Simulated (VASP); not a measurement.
# Hf2Mo (P6/mmm) in VASP: notebook

Hf2Mo is run at these levels: PBE; tasks: single point, relaxation of cell and atoms.

Everything below comes from runs of VASP 6.6.1. Logs are shortened: lines on timing, memory, paths and dates and some standing lists are left out, and cuts for length are marked.

### 1 The cell of the first run

It takes space group P6/mmm (No. 191, hexagonal). Conventional cell: a = 4.342 Å, b = 4.342 Å, c = 3.054 Å, α = 90.00°, β = 90.00°, γ = 120.00°. Hf (site symmetry -6m2) has 5 Hf at 2.51 to 3.05 Å and 6 Mo at 2.94 Å within 3.3 Å. Within 3.9 Å of Mo (site symmetry 6/mmm) lie 12 Hf at 2.94 Å and 2 Mo at 3.05 Å.

### 2 Single point, PBE

The input, INCAR:

```
PREC     = Accurate       # precision mode
ENCUT    = 520            # plane-wave cutoff, eV
EDIFF    = 1E-7           # SCF threshold, eV
ISMEAR   = 0              # smearing method
SIGMA    = 0.1            # smearing width, eV
LREAL    = False          # projectors in reciprocal space
LASPH    = True           # aspherical terms in the spheres
NELM     = 60             # most SCF steps
ALGO     = Normal         # electronic algorithm
ISIF     = 2              # what is computed and relaxed
LWAVE    = False          # write WAVECAR
LCHARG   = False          # write CHGCAR
GGA      = PE             # functional
NBANDS   = 24             # bands
```

The input, KPOINTS:

```
Automatic mesh
0
Gamma
  6 6 6
```

The input, POSCAR:

```
Hf2Mo
1.0
    4.3416908804      0.0000000000      0.0000000000
   -2.1708454402      3.7600145979      0.0000000000
    0.0000000000      0.0000000000      3.0537899343
Hf Mo
2 1
Direct
    0.3333333333      0.6666666667      0.5000000000
    0.6666666667      0.3333333333      0.5000000000
    0.0000000000      0.0000000000      0.0000000000
```

Potentials or basis: VASP PAW PBE potentials, release 64 (Hf_pv, Mo_sv).

Started as:

```
cat potpaw_PBE.64/Hf_pv/POTCAR potpaw_PBE.64/Mo_sv/POTCAR > POTCAR
mpirun -np 1 vasp_std > vasp.out
```

OUTCAR:

```text
PREC = Accurate
   ENCUT = 520
   EDIFF = 1E-7
   ISMEAR = 0
   LREAL = False
   LASPH = True
   NELM = 60
   ISIF = 2
   GGA = PE

 ion  position               nearest neighbor table
   1  0.333  0.667  0.500-   2 2.51   2 2.51   2 2.51   3 2.94   3 2.94   3 2.94   3 2.94   3 2.94
                             3 2.94
   2  0.667  0.333  0.500-   1 2.51   1 2.51   1 2.51   3 2.94   3 2.94   3 2.94   3 2.94   3 2.94
                             3 2.94
   3  0.000  0.000  0.000-   1 2.94   2 2.94   1 2.94   2 2.94   2 2.94   2 2.94   1 2.94   1 2.94
                             2 2.94   2 2.94   1 2.94   1 2.94

  LATTYP: Found a hexagonal cell.
 ALAT       =     4.3416908804
 C/A-ratio  =     0.7033642004

  Lattice vectors:

 A1 = (   4.3416908804,   0.0000000000,   0.0000000000)
 A2 = (  -2.1708454402,   3.7600145979,   0.0000000000)
 A3 = (   0.0000000000,   0.0000000000,   3.0537899343)

Analysis of symmetry for initial positions (statically):
=====================================================================
 Subroutine PRICEL returns:
 Original cell was already a primitive cell.

 Routine SETGRP: Setting up the symmetry group for a
 hexagonal supercell.

 Subroutine GETGRP returns: Found 24 space group operations
 (whereof 24 operations were pure point group operations)
 out of a pool of 24 trial point group operations.

The static configuration has the point symmetry D_6h.

Analysis of symmetry for dynamics (positions and initial velocities):
=====================================================================
 Subroutine PRICEL returns:
 Original cell was already a primitive cell.

 Routine SETGRP: Setting up the symmetry group for a
 hexagonal supercell.

 Subroutine GETGRP returns: Found 24 space group operations
 (whereof 24 operations were pure point group operations)
 out of a pool of 24 trial point group operations.

The dynamic configuration has the point symmetry D_6h.

 Subroutine INISYM returns: Found 24 space group operations
 (whereof 24 operations are pure point group operations),
 and found     1 'primitive' translations

----------------------------------------------------------------------------------------

                                     Primitive cell

  volume of cell :      49.8526

  direct lattice vectors                    reciprocal lattice vectors
     4.341690880  0.000000000  0.000000000     0.230325011  0.132978207  0.000000000
    -2.170845440  3.760014598  0.000000000     0.000000000  0.265956414  0.000000000
     0.000000000  0.000000000  3.053789934     0.000000000  0.000000000  0.327461948

  length of vectors
     4.341690880  4.341690880  3.053789934     0.265956414  0.265956414  0.327461948

  position of ions in fractional coordinates (direct lattice)
     0.333333333  0.666666667  0.500000000
     0.666666667  0.333333333  0.500000000
     0.000000000  0.000000000  0.000000000

  ion indices of the primitive-cell ions
   primitive index   ion index
                 1           1
                 2           2
                 3           3

----------------------------------------------------------------------------------------

 KPOINTS: Automatic mesh

Automatic generation of k-mesh.
 Grid dimensions read from file:
 generate k-points for:    6    6    6

 Generating k-lattice:

  Cartesian coordinates                     Fractional coordinates (reciprocal lattice)
     0.038387502  0.022163035  0.000000000     0.166666667  0.000000000  0.000000000
     0.000000000  0.044326069  0.000000000     0.000000000  0.166666667  0.000000000
     0.000000000  0.000000000  0.054576991     0.000000000  0.000000000  0.166666667

  Length of vectors
     0.044326069  0.044326069  0.054576991

  Shift w.r.t. Gamma in fractional coordinates (k-lattice)
     0.000000000  0.000000000  0.000000000

 Subroutine IBZKPT returns following result:
 ===========================================

 Found     28 irreducible k-points:

 Following reciprocal coordinates:
            Coordinates               Weight
  0.000000  0.000000  0.000000      1.000000
  0.166667  0.000000  0.000000      6.000000
  0.333333  0.000000  0.000000      6.000000
  0.500000 -0.000000  0.000000      3.000000
  0.166667  0.166667  0.000000      6.000000
  0.333333  0.166667  0.000000     12.000000
[... 16 lines left out ...]
  0.166667  0.000000  0.500000      6.000000
  0.333333  0.000000  0.500000      6.000000
 [... further k-points ...]
   k-points           NKPTS =     28   k-points in BZ     NKDIM =     28   number of bands    NBANDS=     24
   number of dos      NEDOS =    301   number of ions     NIONS =      3
   total plane-waves  NPLWV =  24576
   dimension x,y,z NGX =    32 NGY =   32 NGZ =   24
   dimension x,y,z NGXF=    64 NGYF=   64 NGZF=   48
   ions per type =               2   1
   NGX,Y,Z   is equivalent  to a cutoff of  12.25, 12.25, 13.07 a.u.
   NGXF,Y,Z  is equivalent  to a cutoff of  24.51, 24.51, 26.13 a.u.
 SYSTEM =  unknown system
   PREC   = accura    normal or accurate (medium, high low for compatibility)
   ISTART =      0    job   : 0-new  1-cont  2-samecut
   ICHARG =      2    charge: 1-file 2-atom 10-const
   ISPIN  =      1    spin polarized calculation?
   LNONCOLLINEAR =      F non collinear calculations
   LSORBIT =      F    spin-orbit coupling
   LASPH  =      T    aspherical Exc in radial PAW
   ENCUT  =  520.0 eV  38.22 Ry    6.18 a.u.   8.07  8.07  5.68*2*pi/ulx,y,z
   NELM   =     60;   NELMIN=  2; NELMDL= -5     # of ELM steps
   EDIFF  = 0.1E-06   stopping-criterion for ELM
   LREAL  =      F    real-space projection
   EDIFFG = 0.1E-05   stopping-criterion for IOM
   NSW    =      0    number of steps for IOM
   IBRION =     -1    ionic relax: 0-MD 1-quasi-New 2-CG
   NFREE  =      0    steps in history (QN), initial steepest desc. (CG)
   ISIF   =      2    stress and relaxation
   ISYM   =      2    0-nonsym 1-usesym 2-fastsym
   POTIM  = 0.5000    time-step for ionic-motion
   TEBEG  =    0.0;   TEEND  =   0.0 temperature during run
   PSTRESS=    0.0 pullay stress
   NELECT =      34.0000    total number of electrons
   NUPDOWN=      -1.0000    fix difference up-down
   EMIN   =  10.00;   EMAX   =-10.00  energy-range for DOS
   EFERMI =   0.00;   METHOD = LEGACY
   ISMEAR =     0;   SIGMA  =   0.10  broadening in eV -4-tet -1-fermi 0-gaus
   EFERMI_NEDOS =   21; number of points for ismear=-14 and -15
   IALGO  =     38    algorithm
   IMIX   =      4    mixing-type and parameters
     AMIX     =   0.40;   BMIX     =  1.00
     AMIX_MAG =   1.60;   BMIX_MAG =  1.00
  volume/ion in A,a.u.               =      16.62       112.14
  Fermi-wavevector in a.u.,A,eV,Ry     =   1.441026  2.723145 28.253275  2.076557
  Thomas-Fermi vector in A             =   2.559705
   LORBIT       =      0    0 simple, 1 ext, 2 COOP (PROOUT), +10 PAW based schemes
   GGA     = PE    functional components
   LHFCALC =     F    Hartree Fock is set to
   AEXX    =    0.0000 exact exchange contribution
   IVDW    =     0    specifies the selected vdW correction
   LEPSILON=     F    determine dielectric tensor
   LRPA    =     F    only Hartree local field effects (RPA)
 non-spin polarized calculation
 Gauss-broadening in eV      SIGMA  =   0.10
  energy-cutoff  :      520.00
  volume of cell :       49.85
 maximum number of plane-waves:      1370
   NGX = 17   NGY = 17   NGZ = 11

 number of electron      34.0000004 magnetization

 Free energy of the ion-electron system (eV)
  ---------------------------------------------------
  ext. energy  EPLUGINS =         0.00000000
  ---------------------------------------------------
  free energy    TOTEN  =       -28.37421745 eV

  energy without entropy =      -28.36128898  energy(sigma->0) =      -28.36775322

 E-fermi :   8.2462     XC(G=0): -12.8014

 val. band max:        8.2358360912   @ k =   0.1667   0.1667   0.1667
 cond. band min:       8.2897113021   @ k =   0.3333   0.3333   0.0000
 fundamental gap:      0.0538752109
 Fermi energy:         8.2461787969

 k-point     1 :       0.0000    0.0000    0.0000
  band No.  band energies     occupation
      1     -51.9678      2.00000
      2     -26.1020      2.00000
      3     -26.1020      2.00000
      4     -26.0163      2.00000
      5     -22.8598      2.00000
      6     -22.8598      2.00000
[... 16 lines left out ...]
     23      10.8659      0.00000
     24      10.8659      0.00000

 k-point     2 :       0.1667    0.0000    0.0000
  band No.  band energies     occupation
      1     -51.9679      2.00000
      2     -26.1118      2.00000
      3     -26.1039      2.00000
      4     -26.0136      2.00000
      5     -22.8828      2.00000
      6     -22.7504      2.00000
[... 16 lines left out ...]
     23      11.0867      0.00000
     24      11.2603      0.00000

 k-point     3 :       0.3333    0.0000    0.0000
  band No.  band energies     occupation
      1     -51.9682      2.00000
      2     -26.1312      2.00000
      3     -26.0988      2.00000
      4     -26.0083      2.00000
      5     -22.9256      2.00000
      6     -22.5341      2.00000
[... 16 lines left out ...]
     23      11.5532      0.00000
     24      12.1620      0.00000

 k-point     4 :       0.5000   -0.0000    0.0000
  band No.  band energies     occupation
      1     -51.9684      2.00000
      2     -26.1408      2.00000
      3     -26.0919      2.00000
      4     -26.0056      2.00000
      5     -22.9456      2.00000
      6     -22.4266      2.00000
[... 16 lines left out ...]
     23      12.1103      0.00000
     24      12.7334      0.00000

 k-point     5 :       0.1667    0.1667    0.0000
  band No.  band energies     occupation
      1     -51.9681      2.00000
      2     -26.1200      2.00000
      3     -26.1061      2.00000
      4     -26.0096      2.00000
      5     -22.9557      2.00000
      6     -22.5378      2.00000
[... 16 lines left out ...]
     23      11.4265      0.00000
     24      12.3906      0.00000

 k-point     6 :       0.3333    0.1667    0.0000
  band No.  band energies     occupation
      1     -51.9683      2.00000
      2     -26.1276      2.00000
      3     -26.0995      2.00000
      4     -26.0056      2.00000
      5     -23.0438      2.00000
      6     -22.2657      2.00000
[... 16 lines left out ...]
     23      11.9018      0.00000
     24      13.2406      0.00000
[... 379 lines left out ...]
 k-point    21 :       0.3333    0.3333    0.3333
  band No.  band energies     occupation
      1     -51.9449      2.00000
      2     -26.3135      2.00000
      3     -26.0749      2.00000
      4     -26.0749      2.00000
      5     -23.0071      2.00000
      6     -21.8343      2.00000
[... 16 lines left out ...]
     23      13.6015      0.00000
     24      13.6015      0.00000

 k-point    22 :       0.0000    0.0000    0.5000
  band No.  band energies     occupation
      1     -51.9376      2.00000
      2     -26.3580      2.00000
      3     -26.0336      2.00000
      4     -26.0336      2.00000
      5     -22.7715      2.00000
      6     -22.7715      2.00000
[... 16 lines left out ...]
     23      12.7183      0.00000
     24      14.6491      0.00000

 k-point    23 :       0.1667    0.0000    0.5000
  band No.  band energies     occupation
      1     -51.9375      2.00000
      2     -26.3669      2.00000
      3     -26.0465      2.00000
      4     -26.0347      2.00000
      5     -22.8213      2.00000
      6     -22.6845      2.00000
[... 16 lines left out ...]
     23      13.5036      0.00000
     24      13.5368      0.00000

 k-point    24 :       0.3333    0.0000    0.5000
  band No.  band energies     occupation
      1     -51.9372      2.00000
      2     -26.3876      2.00000
      3     -26.0713      2.00000
      4     -26.0368      2.00000
      5     -22.9124      2.00000
      6     -22.4523      2.00000
[... 16 lines left out ...]
     23      14.3243      0.00000
     24      14.4084      0.00000

 [... further k-points ...]
[... 5 lines left out ...]
  --------------------------------------------------------------------------------------
  -------------------------------------------------------------------------------------
  Total       12.8847447     12.8847447      1.7554623      0.0000000     -0.0000000      0.0000000
  in kB      414.0938783    414.0938783     56.4175870      0.0000000     -0.0000000      0.0000000
  external PRESSURE =     294.8684479 kB  Pullay stress =       0.0000000 kB

 VOLUME and BASIS-vectors are now :
 -----------------------------------------------------------------------------
  energy-cutoff  :      520.00
  volume of cell :       49.85
      direct lattice vectors                 reciprocal lattice vectors
     4.341690880  0.000000000  0.000000000     0.230325011  0.132978207  0.000000000
    -2.170845440  3.760014598  0.000000000     0.000000000  0.265956414  0.000000000
     0.000000000  0.000000000  3.053789934     0.000000000  0.000000000  0.327461948

 POSITION                                       TOTAL-FORCE (eV/Angst)
 -----------------------------------------------------------------------------------
     -0.00000      2.50668      1.52689         0.000000      0.000000      0.000000
      2.17085      1.25334      1.52689        -0.000000     -0.000000      0.000000
      0.00000      0.00000      0.00000         0.000000      0.000000      0.000000
 -----------------------------------------------------------------------------------
    total drift:                                0.000000     -0.000000      0.000000

  FREE ENERGIE OF THE ION-ELECTRON SYSTEM (eV)
  ---------------------------------------------------
  free  energy   TOTEN  =       -28.3742174512 eV

  energy  without entropy=      -28.3612889789  energy(sigma->0) =      -28.36775322
```

Run time: 12 s. Hardware: 1 thread of Intel Xeon 6975P-C (Granite Rapids), shared host; peak memory 0.18 GiB.

Results:

| Property | Result |
| --- | --- |
| Free energy | -28.3742 eV |
| Pressure | 29.5 GPa |
| Band gap on the k mesh | zero (band 17 reaches 10.62 eV, above the bottom of band 18 at 7.77 eV) |

Caveat: spin-orbit coupling is left out, which moves the levels of the heavy elements.

### 3 Single point, PBE

This run uses another cell than the first one, of 19.44 Å³/atom, 1.170 times its volume.

The input, INCAR:

```
SYSTEM = Hf2Mo
PREC = Accurate
ENCUT = 520
EDIFF = 1E-6
ISMEAR = 0
SIGMA = 0.1
LREAL = .FALSE.
LASPH = .TRUE.
NELM = 100
ALGO = Normal
ISIF = 2
LWAVE = .FALSE.
LCHARG = .TRUE.
GGA = PE
LELF = .TRUE.
LVHAR = .TRUE.
NBANDS = 24
```

The input, KPOINTS:

```
Automatic mesh
0
G
  6 6 6
  0 0 0
```

The input, POSCAR:

```
Hf2Mo
1.0
    4.8685385536      0.0000000000      0.0000000000
   -2.4342692768      4.2162780667      0.0000000000
    0.0000000000      0.0000000000      2.8406779335
Hf Mo
2 1
Direct
    0.3333333333      0.6666666667      0.5000000000
    0.6666666667      0.3333333333      0.5000000000
    0.0000000000      0.0000000000      0.0000000000
```

Potentials or basis: VASP PAW PBE potentials, release 64 (Hf_pv, Mo_sv).

Started as:

```
cat potpaw_PBE.64/Hf_pv/POTCAR potpaw_PBE.64/Mo_sv/POTCAR > POTCAR
mpirun -np 1 vasp_std > vasp.out
```

Wall time 14 s (1 thread of Intel Xeon 6975P-C (Granite Rapids), shared host); peak memory 0.2 GiB.

It converged, with:

| Property | Result |
| --- | --- |
| Free energy | -29.8302 eV |
| Pressure | -0.4 GPa |
| Band gap on the k mesh | zero (band 17 reaches 8.26 eV, above the bottom of band 18 at 6.12 eV) |

Stress tensor (GPa, compression positive):
```
-0.53  0.00  0.00
 0.00 -0.53  0.00
 0.00  0.00 -0.29
```

Levels at points of the mesh, in eV from the Fermi level:
```tsv
k point	band 15	band 16	band 17	band 18	band 19	band 20
(0.00, 0.00, 0.00)	-0.92	-0.66	-0.66	-0.16	1.57	1.57
(0.50, 0.00, 0.00)	-1.01	-0.61	-0.58	0.05	1.23	1.38
(0.00, 0.00, 0.50)	-2.63	-1.50	1.16	1.16	2.43	2.43
(0.50, 0.00, 0.50)	-0.56	-0.51	-0.50	0.00	1.21	1.65
```

Caveat: the k points lie up to 0.37 Å⁻¹ apart; spin-orbit coupling is left out, which moves the levels of the heavy elements.

### 4 Relaxation of cell and atoms, PBE

The input, INCAR:

```
ALGO = Normal
EDIFF = 1E-6
EDIFFG = -0.04
ENCUT = 600
GGA = PE
IBRION = 2
ISIF = 3
ISMEAR = 0
LASPH = T
LCHARG = F
LREAL = F
LWAVE = F
NELM = 100
NSW = 90
PREC = Accurate
SIGMA = 0.1
```

The input, KPOINTS:

```
k-points
0
Gamma
  6 6 6
```

The input, POSCAR:

```
Hf2Mo
1.0
    4.3416908804      0.0000000000      0.0000000000
   -2.1708454402      3.7600145979      0.0000000000
    0.0000000000      0.0000000000      3.0537899343
Hf Mo
2 1
Direct
    0.3333333333      0.6666666667      0.5000000000
    0.6666666667      0.3333333333      0.5000000000
    0.0000000000      0.0000000000      0.0000000000
```

Started as:

```
cat potpaw_PBE.64/Hf_pv/POTCAR potpaw_PBE.64/Mo_sv/POTCAR > POTCAR
mpirun -np 1 vasp_std > vasp.out
```

It took 83 s on 1 thread of Intel Xeon 6975P-C (Granite Rapids), shared host; peak memory 0.2 GiB.

Results (log left out):

```yaml
Free_energy: -29.8275 eV
Relaxed_volume: 19.36 Å³/atom
Relaxed_cell: a = 4.863 Å, b = 4.863 Å, c = 2.837 Å, α = 90.00°, β = 90.00°, γ = 120.00°
Space_group_after_relaxing_to_0.05_Å: P6/mmm (No. 191)
Energy_gained_by_relaxing: 484.3 meV/atom
Ionic_steps: 8
Pressure_after_relaxing: 0.1 GPa
Band_gap_on_the_k_mesh: zero (band 17 reaches 8.29 eV, above the bottom of band 18 at 6.15 eV)
```

Stress tensor (GPa, compression positive):
```
-0.06  0.00  0.00
 0.00 -0.06  0.00
 0.00  0.00  0.28
```

Step by step:
```
step  energy change (eV)  largest force (eV/Å)  pressure (GPa)  volume (Å³)
   1              0.0000                0.0000           29.46        49.85
   2             -0.0733                0.0000          -21.35        74.68
   3             -1.1177                0.0000           -5.97        61.03
   4             -1.4175                0.0000           -1.51        58.99
   5             -1.4389                0.0000           -2.88        59.44
   6             -1.4389                0.0000           -3.02        59.48
   7             -1.4406                0.0000            3.16        56.82
   8             -1.4529                0.0000            0.05        58.09
```

Final structure:
```
Hf Mo
1.0
     4.86264    0.00000    0.00000
    -2.43132    4.21117    0.00000
     0.00000    0.00000    2.83681
Hf Mo
2 1
Direct
  0.33333 0.66667 0.50000
  0.66667 0.33333 0.50000
  0.00000 0.00000 0.00000
```

Levels at points of the mesh, in eV from the Fermi level:
| k point | band 13 | band 14 | band 15 | band 16 | band 17 | band 18 | band 19 | band 20 | band 21 |
| --- | --- | --- | --- | --- | --- | --- | --- | --- | --- |
| (0.00, 0.00, 0.00) | -1.27 | -1.27 | -0.92 | -0.66 | -0.66 | -0.16 | 1.58 | 1.60 | 1.60 |
| (0.50, 0.00, 0.00) | -3.81 | -1.61 | -1.02 | -0.62 | -0.59 | 0.05 | 1.23 | 1.39 | 1.69 |
| (0.00, 0.00, 0.50) | -2.81 | -2.65 | -2.65 | -1.50 | 1.16 | 1.16 | 2.44 | 2.44 | 3.04 |
| (0.50, 0.00, 0.50) | -2.44 | -2.26 | -0.56 | -0.52 | -0.51 | 0.00 | 1.23 | 1.66 | 2.63 |

Caveat: the volume moved by over 15 % at a fixed basis, so the end points are rough; spin-orbit coupling is left out, which moves the levels of the heavy elements.

### 5 The runs side by side

| task | cell | cutoff (eV) | gap on the mesh (eV) | pressure (GPa) |
| --- | --- | --- | --- | --- |
| single point | a = 4.342, b = 4.342, c = 3.054 Å, angles 90.0, 90.0, 120.0°, 3 atoms | 520 | none | 29.5 |
| single point | a = 4.869, b = 4.869, c = 2.841 Å, angles 90.0, 90.0, 120.0°, 3 atoms | 520 | none | -0.4 |
| relaxation of cell and atoms | relaxed from a = 4.342, b = 4.342, c = 3.054 Å, angles 90.0, 90.0, 120.0°, 3 atoms | 600 | none | 0.1 |

Alike in all rows: level PBE; potentials or basis VASP PAW PBE potentials, release 64 (Hf_pv, Mo_sv); no spin polarisation; k mesh 6 × 6 × 6; smearing gaussian 0.1 eV.

Caveats: some runs use coarse meshes; spin-orbit coupling is left out, which moves the levels of the heavy elements; the volume moved by over 15 % at a fixed basis, so the end points are rough (some runs).

Absolute energies hang on the potentials; compare differences alone.
